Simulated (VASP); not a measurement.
Write the native input for VASP 6.6.1 that does the following.

| Item | Value |
| --- | --- |
| Task | band structure |
| Functional | TB-mBJ |
| Potentials or basis | VASP PAW PBE potentials, release 64 (In_d, P) |
| Cutoff | 510 eV |
| k mesh | 10 × 10 × 10 |
| Occupations | gaussian, width 0.03 eV |
| Spin | no spin polarisation |
| Tolerance level | standard |
| Purpose | bands |
| Route | KPOINTS_OPT |
| Further INCAR settings | ALGO = Normal; EDIFF = 1e-06; NBANDS = 31 |

Crystal: InP.

```
In P
1.0
     0.00000    2.93050    2.93050
     2.93050    0.00000    2.93050
     2.93050    2.93050    0.00000
In P
1 1
Cartesian
  0.0000 0.0000 0.0000
  4.3957 4.3957 4.3957
```

The input as run:

POSCAR

```
InP
1.0
    0.0000000000      2.9305000000      2.9305000000
    2.9305000000      0.0000000000      2.9305000000
    2.9305000000      2.9305000000      0.0000000000
In P
1 1
Direct
    0.0000000000      0.0000000000      0.0000000000
    0.7500000000      0.7500000000      0.7500000000
```

INCAR.step1

```
SYSTEM = InP
ISMEAR   = 0              ! smearing method
SIGMA    = 0.03           ! smearing width, eV
LWAVE    = .TRUE.         ! write WAVECAR
LCHARG   = .FALSE.        ! write CHGCAR
NBANDS   = 31             ! bands
PREC     = Accurate       ! precision mode
LASPH    = .TRUE.         ! aspherical terms in the spheres
LREAL    = .FALSE.        ! projectors in reciprocal space
ALGO     = Normal         ! electronic algorithm
EDIFF    = 1E-5           ! SCF threshold, eV
NELM     = 120            ! most SCF steps
GGA_COMPAT= .FALSE.      
ENCUT    = 510            ! plane-wave cutoff, eV
EFERMI   = MIDGAP       
GGA      = PE             ! functional
```

INCAR.step2

```
SYSTEM = InP
METAGGA  = MBJ            ! meta-GGA
ISMEAR   = 0              ! smearing method
SIGMA    = 0.03           ! smearing width, eV
LWAVE    = .FALSE.        ! write WAVECAR
LCHARG   = .FALSE.        ! write CHGCAR
NBANDS   = 31             ! bands
PREC     = Accurate       ! precision mode
LASPH    = .TRUE.         ! aspherical terms in the spheres
LREAL    = .FALSE.        ! projectors in reciprocal space
ALGO     = Normal         ! electronic algorithm
EDIFF    = 1E-6           ! SCF threshold, eV
NELM     = 120            ! most SCF steps
GGA_COMPAT= .FALSE.      
ENCUT    = 510            ! plane-wave cutoff, eV
EFERMI   = MIDGAP       
LMIXTAU  = .TRUE.       
ISTART   = 1
```

KPOINTS

```
Automatic mesh
0
Gamma
  10 10 10
  0 0 0
```

KPOINTS_OPT

```
path GXWKGLUWLK,UX
32
line-mode
reciprocal
 0.0000000000  0.0000000000  0.0000000000  G
 0.5000000000  0.0000000000  0.5000000000  X

 0.5000000000  0.0000000000  0.5000000000  X
 0.5000000000  0.2500000000  0.7500000000  W

 0.5000000000  0.2500000000  0.7500000000  W
 0.3750000000  0.3750000000  0.7500000000  K

 0.3750000000  0.3750000000  0.7500000000  K
 0.0000000000  0.0000000000  0.0000000000  G

 0.0000000000  0.0000000000  0.0000000000  G
 0.5000000000  0.5000000000  0.5000000000  L

 0.5000000000  0.5000000000  0.5000000000  L
 0.6250000000  0.2500000000  0.6250000000  U

 0.6250000000  0.2500000000  0.6250000000  U
 0.5000000000  0.2500000000  0.7500000000  W

 0.5000000000  0.2500000000  0.7500000000  W
 0.5000000000  0.5000000000  0.5000000000  L

 0.5000000000  0.5000000000  0.5000000000  L
 0.3750000000  0.3750000000  0.7500000000  K

 0.6250000000  0.2500000000  0.6250000000  U
 0.5000000000  0.0000000000  0.5000000000  X
```

Potentials or basis: VASP PAW PBE potentials, release 64 (In_d, P).

The run is started by

```console
$ cat potpaw_PBE.64/In_d/POTCAR potpaw_PBE.64/P/POTCAR > POTCAR
$ cp INCAR.step1 INCAR
$ mpirun -np 1 vasp_std > vasp.out
$ cp INCAR.step2 INCAR
$ mpirun -np 1 vasp_std > vasp.out
```

It gave:

| Property | Result |
| --- | --- |
| Band gap on the k mesh | 1.66 eV |
| Band gap along the path | 1.66 eV |

Caveat: spin-orbit coupling is left out, which moves the levels of the heavy elements.

It took 6.3 min on 1 thread of Intel(R) Xeon(R) Platinum 8375C CPU @ 2.90GHz (Ice Lake), with other jobs on the host, peak memory 0.26 GiB.
